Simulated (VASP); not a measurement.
Set up this calculation in VASP 6.6.1, as the native input.

| Property | Result |
| --- | --- |
| Task | single point |
| Functional | PBE |
| Potentials or basis | VASP PAW PBE potentials, release 64 (Rb_sv) |
| Cutoff | 500 eV |
| k mesh | 6 × 6 × 6 |
| Occupations | fermi-dirac, width 0.05 eV |
| Spin | no spin polarisation |
| Dipole correction | no |
| Further INCAR settings | ALGO = Normal; EDIFF = 1e-06; NBANDS = 10 |

The structure of Rb lies in POSCAR:

```
Rb
1.0
   -2.8025000000      2.8025000000      2.6904000000
    2.8025000000     -2.8025000000      2.6904000000
    2.8025000000      2.8025000000     -2.6904000000
Rb
1
Direct
    0.0000000000      0.0000000000      0.0000000000
```

These files were run (other wordings do the same):

INCAR

```
PREC = Accurate ; ENCUT = 500
EDIFF = 1E-6 ; ISMEAR = -1
SIGMA = 0.05 ; LREAL = False
LASPH = True ; NELM = 120
ALGO = Normal ; ISIF = 2
LWAVE = False ; LCHARG = False
GGA = PE ; NBANDS = 10
GGA_COMPAT = False
```

KPOINTS

```
Automatic mesh
0
Gamma
  6 6 6
```

Potentials or basis: VASP PAW PBE potentials, release 64 (Rb_sv).

Run with:

```bash
$ cat potpaw_PBE.64/Rb_sv/POTCAR > POTCAR
$ mpirun -np 1 vasp_std > vasp.out
```

It gave:

```
Pressure               : 0.3 GPa
Band gap on the k mesh : zero (an odd number of electrons rules out a gap without spin polarisation)
```

It took 23 s on 1 thread of Intel Xeon 8259CL, with other jobs on the host, peak memory 0.2 GiB.
